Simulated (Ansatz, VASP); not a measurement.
One calculation of CdS, two programs

```
Cd S
1.0
    -1.93879    3.35808    0.00000
     0.00000    0.00000    6.47752
     5.81637    3.35808    0.00000
Cd S
4 4
Cartesian
  1.9388 3.3581 6.4775
  0.0000 0.0000 6.4775
  -1.9388 3.3581 3.2388
  1.9388 3.3581 3.2388
  0.0000 2.2387 1.6194
  1.9388 5.5968 1.6194
  0.0000 4.4774 4.8581
  3.8776 4.4774 4.8581
```

Alike in both runs: task single point; functional PBE; k mesh 4 × 2 × 2; occupations gaussian, width 0.1 eV; no spin polarisation.

|  | VASP | Ansatz |
| --- | --- | --- |
| version | VASP 6.6.1 | Ansatz 0.2.0 |
| potentials or method | VASP PAW PBE potentials, release 64 (Cd, S), cutoff 520 eV | scalar-relativistic, plane waves, PAW |
| valence electrons in the cell | 72 | 104 |

```csv
,VASP,Ansatz,Ansatz less VASP
gap on the k mesh at the Fermi level (eV),0.53,0.54,+0.005
least direct gap on the mesh (eV),0.53,0.54,+0.005
pressure (GPa),0.3,0.0,-0.37
"traceless stress, the component that is largest in VASP (GPa)",-0.19,-0.21,-0.015
rms of the force components (eV/Å),0.005,0.005,0.0000
```

Atom by atom the forces differ by 0.000 eV/Å (rms over components). VASP's potentials hold 72 valence electrons a cell and Ansatz's 104, so a difference there can come from the potentials and not from the codes.

The k mesh is coarse, so the values compare programs but aren't converged.
